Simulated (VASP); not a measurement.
Here is a VASP 6.6.1 calculation.

The input INCAR:

```
SYSTEM = FePt
PREC = Accurate
ENCUT = 520
EDIFF = 1E-6
ISMEAR = -1
SIGMA = 0.05
LREAL = .False.
LASPH = .True.
NELM = 150
ALGO = Normal
ISIF = 2
LWAVE = .False.
LCHARG = .False.
ISPIN = 2
MAGMOM = 3 0
LORBIT = 11
LMAXMIX = 4
GGA = PE
NBANDS = 20
```

The input KPOINTS:

```
Automatic mesh
0
Gamma
  12 12 9
  0 0 0
```

POSCAR

```
FePt
1.0
    2.7033873162      0.0000000000      0.0000000000
    0.0000000000      2.7033873162      0.0000000000
    0.0000000000      0.0000000000      3.6751670370
Fe Pt
1 1
Direct
    0.5000000000      0.5000000000      0.5000000000
    0.0000000000      0.0000000000      0.0000000000
```

Potentials or basis: VASP PAW PBE potentials, release 64 (Fe, Pt).

Run with:

```sh
$ cat potpaw_PBE.64/Fe/POTCAR potpaw_PBE.64/Pt/POTCAR > POTCAR
$ mpirun -np 1 vasp_std > vasp.out
```

Question: Predict the pressure.

Answer: 9.5 GPa.

Question: Predict the site moments.

Answer: Fe +2.88; Pt +0.33 μB.

Question: Estimate the net moment.

Answer: 3.25 μB per cell.

Stress tensor (GPa, compression positive):
```
 8.78  0.00  0.00
 0.00  8.78  0.00
 0.00  0.00 10.78
```

Caveat: the cell stands under pressure.
